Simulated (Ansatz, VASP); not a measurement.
## BaBr3 in VASP and in Ansatz

```
Ba Br
1.0
     5.12989    0.00000    0.00000
     0.00000    5.12989    0.00000
     0.00000    0.00000    4.81271
Ba Br
1 3
Direct
  0.00000 0.00000 0.00000
  0.00000 0.50000 0.50000
  0.50000 0.00000 0.50000
  0.50000 0.50000 0.00000
```

Alike in both runs: functional PBE; k mesh 10 × 10 × 10; occupations gaussian, width 0.1 eV; no spin polarisation.

Ansatz relaxed the structure, and its values are those at the end. VASP's run is a single point on that final structure, the one shown.

|  | VASP | Ansatz |
| --- | --- | --- |
| version | VASP 6.6.1 | Ansatz 0.2.0 |
| potentials or method | VASP PAW PBE potentials, release 64 (Ba_sv, Br), cutoff 520 eV | scalar-relativistic, plane waves, PAW |
| valence electrons in the cell | 31 | 31 |

```tsv
	VASP	Ansatz	Ansatz less VASP
gap on the k mesh at the Fermi level (eV)	none	none	-
pressure (GPa)	0.3	0.0	-0.28
```

A gap of «none» marks a metal or a gap that the smearing closes.

Neither program's run includes spin-orbit coupling.
